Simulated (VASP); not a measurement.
# PbS (Fm-3m) in VASP: a series of runs

PbS is run at these levels: B3LYP5; tasks: single point.

Everything below comes from runs of VASP 6.6.1. Logs are shortened: lines on timing, memory, paths and dates and some standing lists are left out, and cuts for length are marked.

## (1) The cell of the first run

Symmetry: Fm-3m, No. 225, cubic system. Conventional cell: a = 5.810 Å, b = 5.810 Å, c = 5.810 Å, α = 90.00°, β = 90.00°, γ = 90.00°. Pb (site symmetry m-3m) has 6 S at 2.91 Å within 3.8 Å. S (site symmetry m-3m) has 6 Pb at 2.91 Å within 3.8 Å.

## (2) Single point, B3LYP5

POSCAR reads:

```
PbS
1.0
    0.0000000000      2.9052075019      2.9052075019
    2.9052075019      0.0000000000      2.9052075019
    2.9052075019      2.9052075019      0.0000000000
Pb S
1 1
Direct
    0.0000000000      0.0000000000      0.0000000000
    0.5000000000      0.5000000000      0.5000000000
```

INCAR.step1 reads:

```
SYSTEM = PbS
ALGO = Normal
EDIFF = 1E-5
ENCUT = 520
GGA = PE
ISIF = 2
ISMEAR = -1
LASPH = .True.
LCHARG = .False.
LREAL = .False.
LWAVE = .True.
NBANDS = 17
NELM = 100
PREC = Accurate
SIGMA = 0.05
```

INCAR.step2 reads:

```
SYSTEM = PbS
AEXX = 0.2
AGGAC = 0.81
AGGAX = 0.72
ALDAC = 0.19
ALGO = Normal
EDIFF = 1E-6
ENCUT = 520
GGA = B5
ISIF = 2
ISMEAR = -1
ISTART = 1
LASPH = .True.
LCHARG = .False.
LHFCALC = .True.
LREAL = .False.
LWAVE = .False.
NBANDS = 17
NELM = 100
PREC = Accurate
PRECFOCK = Normal
SIGMA = 0.05
```

KPOINTS reads:

```
k-points
0
Gamma
  4 4 4
  0 0 0
```

Potentials or basis: VASP PAW PBE potentials, release 64 (Pb_d, S).

Started as:

```console
$ cat potpaw_PBE.64/Pb_d/POTCAR potpaw_PBE.64/S/POTCAR > POTCAR
$ cp INCAR.step1 INCAR
$ mpirun -np 1 vasp_std > vasp.out
$ cp INCAR.step2 INCAR
$ mpirun -np 1 vasp_std > vasp.out
```

OUTCAR:

```text
SYSTEM = PbS
   AEXX = 0.2
   EDIFF = 1E-6
   ENCUT = 520
   GGA = B5
   ISIF = 2
   ISMEAR = -1
   ISTART = 1
   LASPH = .True.
   LHFCALC = .True.
   LREAL = .False.
   NELM = 100
   PREC = Accurate
   PRECFOCK = Normal

 ion  position               nearest neighbor table
   1  0.000  0.000  0.000-   2 2.91   2 2.91   2 2.91   2 2.91   2 2.91   2 2.91
   2  0.500  0.500  0.500-   1 2.91   1 2.91   1 2.91   1 2.91   1 2.91   1 2.91

  LATTYP: Found a face centered cubic cell.
 ALAT       =     5.8104150038

  Lattice vectors:

 A1 = (   0.0000000000,   2.9052075019,   2.9052075019)
 A2 = (   2.9052075019,   0.0000000000,   2.9052075019)
 A3 = (   2.9052075019,   2.9052075019,   0.0000000000)

Analysis of symmetry for initial positions (statically):
=====================================================================
 Subroutine PRICEL returns:
 Original cell was already a primitive cell.

 Routine SETGRP: Setting up the symmetry group for a
 face centered cubic supercell.

 Subroutine GETGRP returns: Found 48 space group operations
 (whereof 48 operations were pure point group operations)
 out of a pool of 48 trial point group operations.

The static configuration has the point symmetry O_h .

Analysis of symmetry for dynamics (positions and initial velocities):
=====================================================================
 Subroutine PRICEL returns:
 Original cell was already a primitive cell.

 Routine SETGRP: Setting up the symmetry group for a
 face centered cubic supercell.

 Subroutine GETGRP returns: Found 48 space group operations
 (whereof 48 operations were pure point group operations)
 out of a pool of 48 trial point group operations.

The dynamic configuration has the point symmetry O_h .

 Subroutine INISYM returns: Found 48 space group operations
 (whereof 48 operations are pure point group operations),
 and found     1 'primitive' translations

----------------------------------------------------------------------------------------

                                     Primitive cell

  volume of cell :      49.0412

  direct lattice vectors                    reciprocal lattice vectors
     0.000000000  2.905207502  2.905207502    -0.172104746  0.172104746  0.172104746
[... 73 lines left out ...]
   IBRION =     -1    ionic relax: 0-MD 1-quasi-New 2-CG
   NFREE  =      0    steps in history (QN), initial steepest desc. (CG)
   ISIF   =      2    stress and relaxation
   ISYM   =      3    0-nonsym 1-usesym 2-fastsym
   POTIM  = 0.5000    time-step for ionic-motion
   TEBEG  =    0.0;   TEEND  =   0.0 temperature during run
   PSTRESS=    0.0 pullay stress
   NELECT =      20.0000    total number of electrons
   NUPDOWN=      -1.0000    fix difference up-down
   EMIN   =  10.00;   EMAX   =-10.00  energy-range for DOS
   EFERMI =   0.00;   METHOD = LEGACY
   ISMEAR =    -1;   SIGMA  =   0.05  broadening in eV -4-tet -1-fermi 0-gaus
   EFERMI_NEDOS =   21; number of points for ismear=-14 and -15
   IALGO  =     38    algorithm
   IMIX   =      1    mixing-type and parameters
     AMIX     =   0.40;   BMIX     =  1.00
     AMIX_MAG =   1.60;   BMIX_MAG =  1.00
  volume/ion in A,a.u.               =      24.52       165.47
  Fermi-wavevector in a.u.,A,eV,Ry     =   1.214034  2.294192 20.053350  1.473880
  Thomas-Fermi vector in A             =   2.349467
   LORBIT       =      0    0 simple, 1 ext, 2 COOP (PROOUT), +10 PAW based schemes
   GGA     = B5    functional components
   LHFCALC =     T    Hartree Fock is set to
   PRECFOCK=normal    Normal, Fast or Accurate (Low or Medium for compatibility)
   ENCUT4O =  -1.0   cutoff for four orbital integrals eV
   NKREDX  =     1    reduce k-point grid by
   NKREDY  =     1    reduce k-point grid by
   NKREDZ  =     1    reduce k-point grid by
   AEXX    =    0.2000 exact exchange contribution
   HFSCREEN=    0.0000 screening length (either q_TF or 0.3 A-1)
   HFSCREENC=   0.0000 screening length for correlation (either q_TF or 0.3 A-1)
   ENCUTFOCK=  -1.0 apply spherical cutoff to Coloumb kernel
   IVDW    =     0    specifies the selected vdW correction
   LEPSILON=     F    determine dielectric tensor
   LRPA    =     F    only Hartree local field effects (RPA)
 non-spin polarized calculation
  energy-cutoff  :      520.00
  volume of cell :       49.04
 maximum number of plane-waves:      1363
 NGX is ok and might be reduce to    32
  NGX = 24; NGY = 24; NGZ = 24

 number of electron      20.0000001 magnetization

 Free energy of the ion-electron system (eV)
  ---------------------------------------------------
  ext. energy  EPLUGINS =         0.00000000
  ---------------------------------------------------
  free energy    TOTEN  =        -9.81160864 eV

  energy without entropy =       -9.81160657  energy(sigma->0) =       -9.81160760

 E-fermi :   7.1302     XC(G=0):  -7.8341

 val. band max:        6.5696113820   @ k =   0.5000   0.0000   0.0000
 cond. band min:       7.6907979930   @ k =   0.5000   0.0000   0.0000
 fundamental gap:      1.1211866110
 Fermi energy:         7.1302059908

 k-point     1 :       0.0000    0.0000    0.0000
  band No.  band energies     occupation
      1     -11.9291      2.00000
      2     -11.9291      2.00000
      3     -11.9276      2.00000
      4     -11.9276      2.00000
      5     -11.9276      2.00000
      6      -8.9952      2.00000
[... 137 lines left out ...]
      4     -11.9077      2.00000
      5     -11.8509      2.00000
      6      -6.8980      2.00000
[... 9 lines left out ...]
     16      20.2584      0.00000
     17      20.2701      0.00000

------------------------ aborting loop because EDIFF is reached ----------------------------------------

  FORCE on cell =-STRESS in cart. coord.  units (eV):
  Direction    XX          YY          ZZ          XY          YZ          ZX
  --------------------------------------------------------------------------------------
  -------------------------------------------------------------------------------------
  Total        2.9125488      2.9125488      2.9125488     -0.0000000     -0.0000000     -0.0000000
  in kB       95.1529646     95.1529646     95.1529646     -0.0000000     -0.0000000     -0.0000000
  external PRESSURE =      95.1529646 kB  Pullay stress =       0.0000000 kB

 VOLUME and BASIS-vectors are now :
 -----------------------------------------------------------------------------
  energy-cutoff  :      520.00
  volume of cell :       49.04
      direct lattice vectors                 reciprocal lattice vectors
     0.000000000  2.905207502  2.905207502    -0.172104746  0.172104746  0.172104746
     2.905207502  0.000000000  2.905207502     0.172104746 -0.172104746  0.172104746
     2.905207502  2.905207502  0.000000000     0.172104746  0.172104746 -0.172104746

 POSITION                                       TOTAL-FORCE (eV/Angst)
 -----------------------------------------------------------------------------------
      0.00000      0.00000      0.00000         0.000000      0.000000     -0.000000
      2.90521      2.90521      2.90521        -0.000000     -0.000000      0.000000
 -----------------------------------------------------------------------------------
    total drift:                                0.000002      0.000002      0.000003

  FREE ENERGIE OF THE ION-ELECTRON SYSTEM (eV)
  ---------------------------------------------------
  free  energy   TOTEN  =        -9.8116086354 eV

  energy  without entropy=       -9.8116065727  energy(sigma->0) =       -9.81160760
```

OUTCAR.step1:

```text
SYSTEM = PbS
   EDIFF = 1E-5
   ENCUT = 520
   GGA = PE
   ISIF = 2
   ISMEAR = -1
   LASPH = .True.
[... 362 lines left out ...]
      0.00000      0.00000      0.00000        -0.000000     -0.000000     -0.000000
      2.90521      2.90521      2.90521         0.000000      0.000000      0.000000
 -----------------------------------------------------------------------------------
    total drift:                                0.000000     -0.000000     -0.000000

  FREE ENERGIE OF THE ION-ELECTRON SYSTEM (eV)
  ---------------------------------------------------
  free  energy   TOTEN  =        -8.6588963620 eV

  energy  without entropy=       -8.6521282632  energy(sigma->0) =       -8.65551231
```

OSZICAR.step1:

```text
N       E                     dE             d eps       ncg     rms          rms(c)
DAV:   1     0.148297646662E+03    0.14830E+03   -0.10082E+04   288   0.128E+03
DAV:   2     0.198645286998E+01   -0.14631E+03   -0.14062E+03   281   0.306E+02
DAV:   3    -0.881854999833E+01   -0.10805E+02   -0.10730E+02   371   0.873E+01
DAV:   4    -0.908119252270E+01   -0.26264E+00   -0.26244E+00   351   0.148E+01
DAV:   5    -0.908970619357E+01   -0.85137E-02   -0.85132E-02   376   0.261E+00    0.514E+00
DAV:   6    -0.865681623680E+01    0.43289E+00   -0.12353E+00   422   0.790E+00    0.388E+00
DAV:   7    -0.865667978296E+01    0.13645E-03   -0.12500E-01   311   0.182E+00    0.212E+00
DAV:   8    -0.865911903517E+01   -0.24393E-02   -0.13250E-02   348   0.118E+00    0.166E-01
DAV:   9    -0.865878763797E+01    0.33140E-03   -0.36557E-03   398   0.459E-01    0.719E-02
DAV:  10    -0.865887853748E+01   -0.90900E-04   -0.41859E-04   333   0.129E-01    0.268E-02
DAV:  11    -0.865889615637E+01   -0.17619E-04   -0.42034E-05   342   0.473E-02    0.123E-02
DAV:  12    -0.865889636197E+01   -0.20560E-06   -0.47046E-06   243   0.305E-02
   1 F= -.86588964E+01 E0= -.86555123E+01  d E =-.676810E-02
```

It took 6.5 min on 1 thread of Intel Xeon Platinum 8375C at 2.90GHz (Ice Lake), shared host; peak memory 0.19 GiB.

What came out:

```yaml
Free_energy: -9.8116 eV
Pressure: 9.5 GPa
Band_gap_on_the_k_mesh: 1.12 eV
```

Caveat: the k points lie up to 0.47 Å⁻¹ apart; the PAW data sets were made with another functional, which shifts forces and pressure a little; spin-orbit coupling is left out, which moves the levels of the heavy elements.

## (3) Single point, B3LYP5

This run uses another cell than the first one, of 25.04 Å³/atom.

POSCAR reads:

```
PbS
1.0
    0.0000000000      2.9256673838      2.9256673838
    2.9256673838      0.0000000000      2.9256673838
    2.9256673838      2.9256673838      0.0000000000
Pb S
1 1
Direct
    0.0000000000      0.0000000000      0.0000000000
    0.5000000000      0.5000000000      0.5000000000
```

INCAR.step1 reads:

```
SYSTEM = PbS
ALGO = Normal
EDIFF = 1E-5
ENCUT = 520
GGA = PE
ISIF = 2
ISMEAR = -1
LASPH = .TRUE.
LCHARG = .FALSE.
LREAL = .FALSE.
LWAVE = .TRUE.
NBANDS = 17
NELM = 60
PREC = Accurate
SIGMA = 0.05
```

INCAR.step2 reads:

```
SYSTEM = PbS
AEXX = 0.2
AGGAC = 0.81
AGGAX = 0.72
ALDAC = 0.19
ALGO = Normal
EDIFF = 1E-7
ENCUT = 520
GGA = B5
ISIF = 2
ISMEAR = -1
ISTART = 1
LASPH = .TRUE.
LCHARG = .FALSE.
LHFCALC = .TRUE.
LREAL = .FALSE.
LWAVE = .FALSE.
NBANDS = 17
NELM = 60
PREC = Accurate
PRECFOCK = Normal
SIGMA = 0.05
```

KPOINTS reads:

```
k-points
0
G
  4 4 4
  0 0 0
```

Potentials or basis: VASP PAW PBE potentials, release 64 (Pb_d, S).

Started as:

```console
$ cat potpaw_PBE.64/Pb_d/POTCAR potpaw_PBE.64/S/POTCAR > POTCAR
$ cp INCAR.step1 INCAR
$ mpirun -np 1 vasp_std > vasp.out
$ cp INCAR.step2 INCAR
$ mpirun -np 1 vasp_std > vasp.out
```

It took 8.1 min on 1 thread of Intel Xeon Platinum 8375C at 2.90GHz (Ice Lake), shared host; peak memory 0.19 GiB.

Results (log left out):

* Free energy: -9.8680 eV
* Pressure: 7.7 GPa
* Band gap on the k mesh: 1.21 eV

Levels at points of the mesh, in eV from the valence-band top:
```tsv
k point	band 8	band 9	band 10	band 11	band 12	band 13
(0.00, 0.00, 0.00)	-2.75	-2.75	-2.75	6.45	6.45	6.45
(0.50, 0.00, 0.00)	-2.28	-2.28	0.00	1.21	2.79	2.79
(0.50, 0.50, 0.00)	-6.13	-4.17	-4.17	4.89	7.00	7.04
```

Caveat: the k points lie up to 0.46 Å⁻¹ apart; the PAW data sets were made with another functional, which shifts forces and pressure a little; spin-orbit coupling is left out, which moves the levels of the heavy elements.
